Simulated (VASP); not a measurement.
# TiC (Immm) in VASP: further runs

TiC is run at these levels: PBEsol; tasks: single point.

Program: VASP 6.6.1. These are calculated values, not measurements. Logs are shortened: lines on timing, memory, paths and dates and some standing lists are left out, and cuts for length are marked.

## Step 1: The cell of the first run

The structure is orthorhombic, space group Immm (No. 71). The conventional cell has a = 3.002 Å, b = 3.070 Å, c = 4.293 Å, α = 90.00°, β = 90.00°, γ = 90.00°. Ti (site symmetry mmm) has 6 C at 2.15 Å within 2.8 Å. C (site symmetry mmm) has 6 Ti at 2.15 Å within 2.8 Å.

## Step 2: Single point, PBEsol (strain +0.0225 x Voigt [0, 0, 0, 1, 0, 0])

Input file INCAR:

```
SYSTEM = TiC
  ALGO = Normal
  EDIFF = 1E-7
  ENCUT = 520
  GGA = PS
  ISIF = 2
  ISMEAR = 0
  LASPH = .True.
  LCHARG = .True.
  LELF = .True.
  LREAL = .False.
  LVHAR = .True.
  LWAVE = .False.
  NBANDS = 15
  NELM = 60
  PREC = Accurate
  SIGMA = 0.15
```

Input file KPOINTS:

```
k-points
0
Gamma
  24 24 24
  0 0 0
```

Input file POSCAR:

```
TiC
1.0
    0.0000000000      2.1708356792      2.1708356792
    2.1466854677      0.0241502115      2.1466854677
    2.1466854677      2.1466854677      0.0241502115
Ti C
1 1
Direct
    0.0000000000      0.0000000000      0.0000000000
    0.5000000000      0.5000000000      0.5000000000
```

Potentials or basis: VASP PAW PBE potentials, release 64 (Ti_sv, C).

On the command line:

```sh
$ cat potpaw_PBE.64/Ti_sv/POTCAR potpaw_PBE.64/C/POTCAR > POTCAR
$ mpirun -np 1 vasp_std > vasp.out
```

OUTCAR:

```text
SYSTEM = TiC
   EDIFF = 1E-7
   ENCUT = 520
   GGA = PS
   ISIF = 2
   ISMEAR = 0
   LASPH = .True.
   LREAL = .False.
   NELM = 60
   PREC = Accurate

 ion  position               nearest neighbor table
   1  0.000  0.000  0.000-   2 2.15   2 2.15   2 2.15   2 2.15   2 2.15   2 2.15
   2  0.500  0.500  0.500-   1 2.15   1 2.15   1 2.15   1 2.15   1 2.15   1 2.15

  LATTYP: Found a body centered orthorhombic cell.
 ALAT       =     3.0017181459
 B/A-ratio  =     1.0227560050
 C/A-ratio  =     1.4303044879

  Lattice vectors:

 A1 = (  -2.1466854677,   2.1466854677,   0.0241502115)
 A2 = (  -2.1466854677,  -2.1466854677,  -0.0241502115)
 A3 = (   2.1466854677,   0.0241502115,   2.1466854677)

Analysis of symmetry for initial positions (statically):
=====================================================================
 Subroutine PRICEL returns:
 Original cell was already a primitive cell.

 Routine SETGRP: Setting up the symmetry group for a
 body centered orthorhombic supercell.

 Subroutine GETGRP returns: Found  8 space group operations
 (whereof  8 operations were pure point group operations)
 out of a pool of  8 trial point group operations.

The static configuration has the point symmetry D_2h.

Analysis of symmetry for dynamics (positions and initial velocities):
=====================================================================
 Subroutine PRICEL returns:
 Original cell was already a primitive cell.

 Routine SETGRP: Setting up the symmetry group for a
 body centered orthorhombic supercell.

 Subroutine GETGRP returns: Found  8 space group operations
 (whereof  8 operations were pure point group operations)
 out of a pool of  8 trial point group operations.

The dynamic configuration has the point symmetry D_2h.

 Subroutine INISYM returns: Found  8 space group operations
 (whereof  8 operations are pure point group operations),
 and found     1 'primitive' translations

----------------------------------------------------------------------------------------

                                     Primitive cell

  volume of cell :      19.7825

  direct lattice vectors                    reciprocal lattice vectors
     0.000000000  2.170835679  2.170835679    -0.232917215  0.230326047  0.230326047
     2.146685468  0.024150212  2.146685468     0.232917215 -0.235567347  0.235567347
     2.146685468  2.146685468  0.024150212     0.232917215  0.235567347 -0.235567347

  length of vectors
     3.070025259  3.035967758  3.035967758     0.400438016  0.406490319  0.406490319

  position of ions in fractional coordinates (direct lattice)
     0.000000000  0.000000000  0.000000000
     0.500000000  0.500000000  0.500000000

  ion indices of the primitive-cell ions
   primitive index   ion index
                 1           1
                 2           2

----------------------------------------------------------------------------------------

 KPOINTS: k-points

Automatic generation of k-mesh.
 Grid dimensions read from file:
 generate k-points for:   24   24   24

 Generating k-lattice:

  Cartesian coordinates                     Fractional coordinates (reciprocal lattice)
    -0.009704884  0.009596919  0.009596919     0.041666667  0.000000000 -0.000000000
     0.009704884 -0.009815306  0.009815306     0.000000000  0.041666667 -0.000000000
     0.009704884  0.009815306 -0.009815306     0.000000000 -0.000000000  0.041666667

  Length of vectors
     0.016684917  0.016937097  0.016937097

  Shift w.r.t. Gamma in fractional coordinates (k-lattice)
     0.000000000  0.000000000  0.000000000

 Subroutine IBZKPT returns following result:
 ===========================================

 Found   1963 irreducible k-points:

 Following reciprocal coordinates:
            Coordinates               Weight
  0.000000  0.000000  0.000000      1.000000
  0.041667 -0.000000 -0.000000      4.000000
  0.083333  0.000000  0.000000      4.000000
  0.125000  0.000000  0.000000      4.000000
  0.166667  0.000000  0.000000      4.000000
  0.208333  0.000000  0.000000      4.000000
[... 16 lines left out ...]
  0.375000  0.041667  0.000000      8.000000
  0.416667  0.041667  0.000000      8.000000
 [... further k-points ...]
   k-points           NKPTS =   1963   k-points in BZ     NKDIM =   1963   number of bands    NBANDS=     15
   number of dos      NEDOS =    301   number of ions     NIONS =      2
   total plane-waves  NPLWV =  13824
   dimension x,y,z NGX =    24 NGY =   24 NGZ =   24
   dimension x,y,z NGXF=    48 NGYF=   48 NGZF=   48
   ions per type =               1   1
   NGX,Y,Z   is equivalent  to a cutoff of  13.00, 13.14, 13.14 a.u.
   NGXF,Y,Z  is equivalent  to a cutoff of  25.99, 26.28, 26.28 a.u.
 SYSTEM =  TiC
   PREC   = accura    normal or accurate (medium, high low for compatibility)
   ISTART =      0    job   : 0-new  1-cont  2-samecut
   ICHARG =      2    charge: 1-file 2-atom 10-const
   ISPIN  =      1    spin polarized calculation?
   LNONCOLLINEAR =      F non collinear calculations
   LSORBIT =      F    spin-orbit coupling
   LASPH  =      T    aspherical Exc in radial PAW
   ENCUT  =  520.0 eV  38.22 Ry    6.18 a.u.   5.71  5.64  5.64*2*pi/ulx,y,z
   NELM   =     60;   NELMIN=  2; NELMDL= -5     # of ELM steps
   EDIFF  = 0.1E-06   stopping-criterion for ELM
   LREAL  =      F    real-space projection
   EDIFFG = 0.1E-05   stopping-criterion for IOM
   NSW    =      0    number of steps for IOM
   IBRION =     -1    ionic relax: 0-MD 1-quasi-New 2-CG
   NFREE  =      0    steps in history (QN), initial steepest desc. (CG)
   ISIF   =      2    stress and relaxation
   ISYM   =      2    0-nonsym 1-usesym 2-fastsym
   POTIM  = 0.5000    time-step for ionic-motion
   TEBEG  =    0.0;   TEEND  =   0.0 temperature during run
   PSTRESS=    0.0 pullay stress
   NELECT =      16.0000    total number of electrons
   NUPDOWN=      -1.0000    fix difference up-down
   EMIN   =  10.00;   EMAX   =-10.00  energy-range for DOS
   EFERMI =   0.00;   METHOD = LEGACY
   ISMEAR =     0;   SIGMA  =   0.15  broadening in eV -4-tet -1-fermi 0-gaus
   EFERMI_NEDOS =   21; number of points for ismear=-14 and -15
   IALGO  =     38    algorithm
   IMIX   =      4    mixing-type and parameters
     AMIX     =   0.40;   BMIX     =  1.00
     AMIX_MAG =   1.60;   BMIX_MAG =  1.00
  volume/ion in A,a.u.               =       9.89        66.75
  Fermi-wavevector in a.u.,A,eV,Ry     =   1.525298  2.882395 31.654421  2.326534
  Thomas-Fermi vector in A             =   2.633488
   LORBIT       =      0    0 simple, 1 ext, 2 COOP (PROOUT), +10 PAW based schemes
   GGA     = PS    functional components
   LHFCALC =     F    Hartree Fock is set to
   AEXX    =    0.0000 exact exchange contribution
   IVDW    =     0    specifies the selected vdW correction
   LEPSILON=     F    determine dielectric tensor
   LRPA    =     F    only Hartree local field effects (RPA)
 non-spin polarized calculation
 Gauss-broadening in eV      SIGMA  =   0.15
  energy-cutoff  :      520.00
  volume of cell :       19.78
 maximum number of plane-waves:       548
   NGX = 11   NGY = 11   NGZ = 11

 number of electron      16.0000003 magnetization

 Free energy of the ion-electron system (eV)
  ---------------------------------------------------
  ext. energy  EPLUGINS =         0.00000000
  ---------------------------------------------------
  free energy    TOTEN  =       -19.79843599 eV

  energy without entropy =      -19.79510000  energy(sigma->0) =      -19.79676800

 E-fermi :   9.6210     XC(G=0): -12.9988

 val. band max:        9.6184401033   @ k =  -0.0833   0.3333   0.3333
 cond. band min:       9.6211852202   @ k =   0.4583   0.4167  -0.0000
 fundamental gap:      0.0027451168
 Fermi energy:         9.6210276228

 k-point     1 :       0.0000    0.0000    0.0000
  band No.  band energies     occupation
      1     -46.6352      2.00000
      2     -22.7567      2.00000
      3     -22.7472      2.00000
      4     -22.7365      2.00000
      5      -2.8751      2.00000
      6      10.1788      0.00000
      7      10.2815      0.00000
      8      10.4030      0.00000
      9      11.2622      0.00000
     10      11.3521      0.00000
     11      11.4043      0.00000
     12      11.4044      0.00000
     13      11.4534      0.00000
     14      20.4916      0.00000
     15      23.6551      0.00000

 k-point     2 :       0.0417   -0.0000   -0.0000
  band No.  band energies     occupation
      1     -46.6338      2.00000
      2     -22.7646      2.00000
      3     -22.7498      2.00000
      4     -22.7374      2.00000
      5      -2.8346      2.00000
      6       9.9833      0.00064
      7      10.1837      0.00000
      8      10.3436      0.00000
      9      10.8187      0.00000
     10      10.8763      0.00000
     11      11.4249      0.00000
     12      12.0395      0.00000
     13      12.1003      0.00000
     14      20.5624      0.00000
     15      23.6803      0.00000

 k-point     3 :       0.0833    0.0000    0.0000
  band No.  band energies     occupation
      1     -46.6298      2.00000
      2     -22.7921      2.00000
      3     -22.7531      2.00000
      4     -22.7401      2.00000
      5      -2.7140      2.00000
      6       9.4910      1.77962
      7       9.8133      0.06982
      8       9.9627      0.00127
      9      10.6454      0.00000
     10      10.7250      0.00000
     11      11.6706      0.00000
     12      12.7541      0.00000
     13      12.8081      0.00000
     14      20.7572      0.00000
     15      23.7341      0.00000
[... 343 lines left out ...]
 k-point    23 :       0.3750    0.0417    0.0000
  band No.  band energies     occupation
      1     -46.5679      2.00000
      2     -23.2050      2.00000
      3     -22.7944      2.00000
      4     -22.7832      2.00000
      5      -0.3305      2.00000
      6       4.9515      2.00000
      7       7.0086      2.00000
      8       7.1746      2.00000
      9      12.0145      0.00000
     10      12.2654      0.00000
     11      13.2393      0.00000
     12      16.8745      0.00000
     13      17.3951      0.00000
     14      19.4762      0.00000
     15      25.4776      0.00000

 k-point    24 :       0.4167    0.0417    0.0000
  band No.  band energies     occupation
      1     -46.5607      2.00000
      2     -23.2515      2.00000
      3     -22.7972      2.00000
      4     -22.7892      2.00000
      5       0.1093      2.00000
      6       4.3795      2.00000
      7       6.8252      2.00000
      8       6.9733      2.00000
      9      12.2630      0.00000
     10      12.4519      0.00000
     11      13.4849      0.00000
     12      17.3479      0.00000
     13      17.6982      0.00000
     14      18.9228      0.00000
     15      25.2262      0.00000

 [... further k-points ...]
[... 5 lines left out ...]
  --------------------------------------------------------------------------------------
  -------------------------------------------------------------------------------------
  Total        0.0337364      0.0348945      0.0348945      0.0000000     -0.4775232      0.0000000
  in kB        2.7323060      2.8260967      2.8260967      0.0000000    -38.6745048      0.0000000
  external PRESSURE =       2.7948331 kB  Pullay stress =       0.0000000 kB

 VOLUME and BASIS-vectors are now :
 -----------------------------------------------------------------------------
  energy-cutoff  :      520.00
  volume of cell :       19.78
      direct lattice vectors                 reciprocal lattice vectors
     0.000000000  2.170835679  2.170835679    -0.232917215  0.230326047  0.230326047
     2.146685468  0.024150212  2.146685468     0.232917215 -0.235567347  0.235567347
     2.146685468  2.146685468  0.024150212     0.232917215  0.235567347 -0.235567347

 POSITION                                       TOTAL-FORCE (eV/Angst)
 -----------------------------------------------------------------------------------
      0.00000      0.00000      0.00000        -0.000000      0.000000     -0.000000
      2.14669      2.17084      2.17084         0.000000     -0.000000      0.000000
 -----------------------------------------------------------------------------------
    total drift:                                0.000000     -0.000000     -0.000000

  FREE ENERGIE OF THE ION-ELECTRON SYSTEM (eV)
  ---------------------------------------------------
  free  energy   TOTEN  =       -19.7984359904 eV

  energy  without entropy=      -19.7951000039  energy(sigma->0) =      -19.79676800
```

It took 5.1 min on 1 thread of AMD EPYC 9R45 (Zen 5), shared host; peak memory 0.62 GiB.

What came out:

| Quantity | Value |
| --- | --- |
| Free energy | -19.7984 eV |
| Pressure | 0.3 GPa |
| Band gap on the k mesh | zero (bands 8 and 9 overlap by 1.18 eV) |

Caveat: the cell differs from its parent crystal (strain +0.0225 x Voigt [0, 0, 0, 1, 0, 0]); the PAW data sets were made with another functional, which shifts forces and pressure a little.

## Step 3: Single point, PBEsol (strain +0.0075 x Voigt [0, 0, 0, 1, 0, 0])

Input file INCAR:

```
SYSTEM = TiC
PREC     = Accurate       ! precision mode
ENCUT    = 520            ! plane-wave cutoff, eV
EDIFF    = 1E-6           ! SCF threshold, eV
ISMEAR   = 0              ! smearing method
SIGMA    = 0.15           ! smearing width, eV
LREAL    = .FALSE.        ! projectors in reciprocal space
LASPH    = .TRUE.         ! aspherical terms in the spheres
NELM     = 80             ! most SCF steps
ALGO     = Normal         ! electronic algorithm
ISIF     = 2              ! what is computed and relaxed
LWAVE    = .FALSE.        ! write WAVECAR
LCHARG   = .FALSE.        ! write CHGCAR
GGA      = PS             ! functional
NBANDS   = 15             ! bands
```

Input file KPOINTS:

```
Automatic mesh
0
G
  24 24 24
  0 0 0
```

Input file POSCAR:

```
TiC
1.0
    0.0000000000      2.1547355382      2.1547355382
    2.1466854677      0.0080500705      2.1466854677
    2.1466854677      2.1466854677      0.0080500705
Ti C
1 1
Direct
    0.0000000000      0.0000000000      0.0000000000
    0.5000000000      0.5000000000      0.5000000000
```

Potentials or basis: VASP PAW PBE potentials, release 64 (Ti_sv, C).

On the command line:

```sh
$ cat potpaw_PBE.64/Ti_sv/POTCAR potpaw_PBE.64/C/POTCAR > POTCAR
$ mpirun -np 1 vasp_std > vasp.out
```

It took 4.3 min on 1 thread of AMD EPYC 9R45 (Zen 5), shared host; peak memory 0.62 GiB.

It converged, with:

| Quantity | Value |
| --- | --- |
| Free energy | -19.8032 eV |
| Pressure | 0.3 GPa |
| Band gap on the k mesh | zero (bands 8 and 9 overlap by 1.12 eV) |

Stress tensor (GPa, compression positive):
```
 0.26  0.00  0.00
 0.00  0.26 -1.29
 0.00 -1.29  0.26
```

Levels at points of the mesh, in eV from the Fermi level:
```
           k point  band 4  band 5  band 6  band 7  band 8  band 9  band 10  band 11  band 12  band 13
(0.00, 0.00, 0.00)  -32.36  -12.49    0.64    0.67    0.71    1.71     1.74     1.77     1.78     1.78
(0.50, 0.00, 0.00)  -32.41   -8.86   -6.00   -2.98   -2.93    2.99     3.04     4.25     8.34     8.45
(0.00, 0.50, 0.00)  -32.42   -8.82   -5.99   -3.03   -2.98    3.02     3.05     4.28     8.27     8.47
(0.50, 0.50, 0.00)  -32.55  -10.16   -3.46   -1.75    0.00    0.00     2.83     3.66     3.66     6.12
(0.00, 0.50, 0.50)  -32.55  -10.16   -3.46   -1.75   -0.05    0.05     2.83     3.66     3.66     6.12
```

Caveat: the cell differs from its parent crystal (strain +0.0075 x Voigt [0, 0, 0, 1, 0, 0]); the PAW data sets were made with another functional, which shifts forces and pressure a little.
